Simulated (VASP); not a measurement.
Input of a VASP 6.6.1 run:

File INCAR:

```
SYSTEM = SnSe
ALGO = Normal
EDIFF = 1E-7
EDIFFG = -0.01
ENCUT = 520
GGA = PE
IBRION = 2
ISIF = 2
ISMEAR = 0
IVDW = 12
KPAR = 4
LASPH = .True.
LCHARG = .False.
LREAL = .False.
LWAVE = .False.
NELM = 60
NSW = 60
PREC = Accurate
SIGMA = 0.01
```

The input KPOINTS:

```
k-points
0
Gamma
  10 10 8
  0 0 0
```

POSCAR

```
SnSe
1.0
    2.1550000000     -5.8525000000      0.0000000000
    2.1550000000      5.8525000000      0.0000000000
    0.0000000000      0.0000000000      4.3180000000
Sn Se
2 2
Direct
    0.8800000000      0.1200000000      0.2500000000
    0.1200000000      0.8800000000      0.7500000000
    0.6440000000      0.3560000000      0.2500000000
    0.3560000000      0.6440000000      0.7500000000
```

Potentials or basis: VASP PAW PBE potentials, release 64 (Sn_d, Se).

Run with:

```bash
$ cat potpaw_PBE.64/Sn_d/POTCAR potpaw_PBE.64/Se/POTCAR > POTCAR
$ mpirun -np 4 vasp_std > vasp.out
```

**Question.** What does it give for the band gap on the k mesh?

**Answer.** 0.53 eV (least direct gap 0.62 eV).

**Question.** Predict the energy gained by relaxing.

**Answer.** 4.1 meV/atom.

**Question.** Predict the dispersion energy per atom.

**Answer.** -0.355 eV.

Final structure:
```cif
data_structure
_symmetry_space_group_name_H-M 'P 1'
_symmetry_Int_Tables_number 1
_cell_length_a 6.2366
_cell_length_b 6.2366
_cell_length_c 4.3180
_cell_angle_alpha 90.000
_cell_angle_beta 90.000
_cell_angle_gamma 139.571
_cell_volume 108.92
loop_
_atom_site_label
_atom_site_type_symbol
_atom_site_fract_x
_atom_site_fract_y
_atom_site_fract_z
_atom_site_occupancy
Sn1 Sn 0.87366 0.12634 0.25000 1
Sn2 Sn 0.12634 0.87366 0.75000 1
Se1 Se 0.64073 0.35927 0.25000 1
Se2 Se 0.35927 0.64073 0.75000 1
```

Caveat: semilocal functionals underestimate gaps, and a narrow one can read as zero; spin-orbit coupling is left out, which moves the levels of the heavy elements. A k mesh can miss the band edges.
